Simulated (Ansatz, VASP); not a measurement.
# AsSe4 in VASP and in Ansatz

```
As Se
1.0
    -4.36384    4.36384    1.72383
     4.36384   -4.36384    1.72383
     4.36384    4.36384   -1.72383
As Se
1 4
Cartesian
  0.0000 0.0000 0.0000
  5.6168 2.4367 0.0000
  -1.2530 1.9271 1.7238
  2.4367 3.1109 0.0000
  1.9271 1.2530 1.7238
```

Change from the starting cell: species swapped into the ScAu4 type (I4/m, No. 87).

Alike in both runs: functional PBE; k mesh 6 × 6 × 6; occupations gaussian, width 0.1 eV; no spin polarisation.

Ansatz relaxed the structure, and its values are those at the end. VASP's run is a single point on that final structure, the one shown.

|  | VASP | Ansatz |
| --- | --- | --- |
| version | VASP 6.6.1 | Ansatz 0.2.0 |
| potentials or method | VASP PAW PBE potentials, release 64 (As, Se), cutoff 520 eV | scalar-relativistic, plane waves, PAW |
| valence electrons in the cell | 29 | 79 |

VASP gave:

- gap on the k mesh at the Fermi level (eV): none
- pressure (GPa): 0.0
- rms of the force components (eV/Å): 0.001

**Question.** Which values does Ansatz return?

**Answer.** gap on the k mesh at the Fermi level (eV): none; pressure (GPa): 0.0; rms of the force components (eV/Å): 0.003.

A gap of «none» marks a metal or a gap that the smearing closes. VASP's potentials hold 29 valence electrons a cell and Ansatz's 79, so a difference there can come from the potentials and not from the codes.
